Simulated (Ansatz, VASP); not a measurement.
# Two plane-wave programs on P

The input INCAR:

```
ALGO = Normal
EDIFF = 1E-7
EDIFFG = -0.005
ENCUT = 600
GGA = PE
IBRION = 2
ISIF = 3
ISMEAR = -1
LASPH = True
LCHARG = False
LREAL = False
LWAVE = False
NELM = 100
NSW = 100
PREC = Accurate
SIGMA = 0.08
```

KPOINTS

```
k-points
0
Gamma
  11 11 11
```

The input POSCAR:

```
P
1.0
    0.0000000000      2.5259497683      2.5259497683
    2.5259497683      0.0000000000      2.5259497683
    2.5259497683      2.5259497683      0.0000000000
P
2
Direct
    0.0000000000      0.0000000000      0.0000000000
    0.2500000000      0.2500000000      0.2500000000
```

Input for Ansatz:

```yaml
crystal:
  lattice:
    - [0.0, 2.5259497683, 2.5259497683]
    - [2.5259497683, 0.0, 2.5259497683]
    - [2.5259497683, 2.5259497683, 0.0]
  atoms:
    - { symbol: P, position: [0.0, 0.0, 0.0] }
    - { symbol: P, position: [0.25, 0.25, 0.25] }
kpoints:
  mp_grid: { grid: [11, 11, 11] }
scf:
  occupations: { method: fermi_dirac, width: 0.08 }
hamiltonian:
  xc: pbe
  pseudopotentials: { kind: paw }
output:
  forces: true
  stress: true
relax:
  f_tol: 0.005
  max_steps: 80
  cell: {}
```

Alike in both runs: task relaxation of cell and atoms; functional PBE; k mesh 11 × 11 × 11; occupations fermi-dirac, width 0.08 eV; no spin polarisation.

|  | VASP | Ansatz |
| --- | --- | --- |
| version | VASP 6.6.1 | Ansatz 0.2.0 |
| potentials or method | VASP PAW PBE potentials, release 64 (P) | PAW with Ansatz's default frozen-core files, scalar-relativistic |
| plane-wave cutoff (eV) | 600 | 420 |
| valence electrons in the cell | 10 | 10 |

```csv
,VASP,Ansatz,Ansatz less VASP
relaxed volume (Å³/atom),20.53,20.57,+0.041
relaxed cell length with the largest relative difference (Å),3.873,3.875,+0.0026
```

Noted on VASP's run: the volume moved by over 15 % at a fixed basis, so the end points are rough.
